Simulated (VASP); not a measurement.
Input of a VASP 6.6.1 run:

Contents of INCAR:

```
ALGO = Normal
EDIFF = 1E-7
ENCUT = 520
GGA = CA
ISIF = 2
ISMEAR = 0
LASPH = T
LCHARG = F
LREAL = F
LWAVE = F
NBANDS = 16
NELM = 60
PREC = Accurate
SIGMA = 0.02
```

File KPOINTS:

```
k-points
0
Gamma
  7 7 7
```

The input POSCAR:

```
GaAs
1.0
    0.0000000000      2.6279016420      2.6279016420
    2.6279016420      0.0000000000      2.6279016420
    2.6279016420      2.6279016420      0.0000000000
Ga As
1 1
Direct
    0.0000000000      0.0000000000      0.0000000000
    0.5000000000      0.5000000000      0.5000000000
```

Potentials or basis: VASP PAW LDA potentials, release 64 (Ga_d, As).

Launch:

```console
$ cat potpaw_LDA.64/Ga_d/POTCAR potpaw_LDA.64/As/POTCAR > POTCAR
$ mpirun -np 1 vasp_std > vasp.out
```

(1) Predict the band gap on the k mesh.

(2) What does it give for the pressure?

Answers

(1) zero (band 9 reaches 6.52 eV, above the bottom of band 10 at 3.24 eV).

(2) 0.3 GPa.
